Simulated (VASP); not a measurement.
Here is a VASP 6.6.1 calculation.

INCAR

```
SYSTEM = TaN
ALGO     = Normal         ! electronic algorithm
EDIFF    = 1E-6           ! SCF threshold, eV
ENCUT    = 520            ! plane-wave cutoff, eV
GGA      = PS             ! functional
ISIF     = 2              ! what is computed and relaxed
ISMEAR   = 0              ! smearing method
ISPIN    = 2              ! spin polarisation
LASPH    = .TRUE.         ! aspherical terms in the spheres
LCHARG   = .FALSE.        ! write CHGCAR
LMAXMIX  = 4              ! l up to which the mixer works
LORBIT   = 11             ! projections on sites
LREAL    = .FALSE.        ! projectors in reciprocal space
LWAVE    = .FALSE.        ! write WAVECAR
MAGMOM   = 0.05 -0.05 -0.05 0 0 0 ! initial moments
NBANDS   = 37             ! bands
NELM     = 150            ! most SCF steps
PREC     = Accurate       ! precision mode
SIGMA    = 0.05           ! smearing width, eV
```

The input KPOINTS:

```
k-points
0
G
  6 6 8
  0 0 0
```

The input POSCAR:

```
TaN
1.0
    5.2893376457      0.0000000000      0.0000000000
   -2.6446688229      4.5807007704      0.0000000000
    0.0000000000      0.0000000000      2.9222834361
Ta N
3 3
Direct
    0.0000000000      0.0000000000      0.0000000000
    0.3333333333      0.6666666667      0.5000000000
    0.6666666667      0.3333333333      0.5000000000
    0.5000000000      0.0000000000      0.0000000000
    0.5000000000      0.5000000000      0.0000000000
    0.0000000000      0.5000000000      0.0000000000
```

Potentials or basis: VASP PAW PBE potentials, release 64 (Ta_pv, N).

Command:

```console
$ cat potpaw_PBE.64/Ta_pv/POTCAR potpaw_PBE.64/N/POTCAR > POTCAR
$ mpirun -np 1 vasp_std > vasp.out
```

Problem. Estimate the band gap on the k mesh.

Solution. Zero (filled and empty bands overlap).

Problem. Predict the pressure.

Solution. -10.1 GPa.

Stress tensor (GPa, compression positive):
```
-10.09   0.00   0.00
  0.00 -10.09   0.00
  0.00   0.00  -9.99
```

Caveat: the cell stands under tension; the PAW data sets were made with another functional, which shifts forces and pressure a little; spin-orbit coupling is left out, which moves the levels of the heavy elements.
